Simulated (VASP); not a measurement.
Input of a VASP 6.6.1 run:

Contents of INCAR:

```
SYSTEM = YF3
PREC = Accurate
ENCUT = 520
EDIFF = 1E-6
ISMEAR = 0
SIGMA = 0.02
LREAL = Auto
LASPH = .TRUE.
NELM = 80
ALGO = Normal
ISIF = 2
LWAVE = .FALSE.
LCHARG = .FALSE.
GGA = PS
NBANDS = 78
```

Contents of KPOINTS:

```
Automatic mesh
0
G
  4 4 6
  0 0 0
```

File POSCAR:

```
YF3
1.0
    6.2372089076      0.0000000000      0.0000000000
    0.0000000000      6.6431732793      0.0000000000
    0.0000000000      0.0000000000      4.1560411080
Y F
4 12
Direct
    0.3701448817      0.2500000000      0.0655437496
    0.1298551183      0.7500000000      0.5655437496
    0.8701448817      0.2500000000      0.4344562504
    0.6298551183      0.7500000000      0.9344562504
    0.5200926536      0.2500000000      0.5780373281
    0.9799073464      0.7500000000      0.0780373281
    0.0200926536      0.2500000000      0.9219626719
    0.4799073464      0.7500000000      0.4219626719
    0.1695467935      0.0639211195      0.3954142781
    0.3304532065      0.9360788805      0.8954142781
    0.6695467935      0.4360788805      0.1045857219
    0.8304532065      0.5639211195      0.6045857219
    0.8304532065      0.9360788805      0.6045857219
    0.6695467935      0.0639211195      0.1045857219
    0.3304532065      0.5639211195      0.8954142781
    0.1695467935      0.4360788805      0.3954142781
```

Potentials or basis: VASP PAW PBE potentials, release 64 (Y_sv, F).

Command:

```sh
$ cat potpaw_PBE.64/Y_sv/POTCAR potpaw_PBE.64/F/POTCAR > POTCAR
$ mpirun -np 1 vasp_std > vasp.out
```

(1) Predict the largest force.

(2) Estimate the pressure.

Results:

(1) 0.008 eV/Å.

(2) 14.1 GPa.

Caveat: the cell stands under pressure; the PAW data sets were made with another functional, which shifts forces and pressure a little.
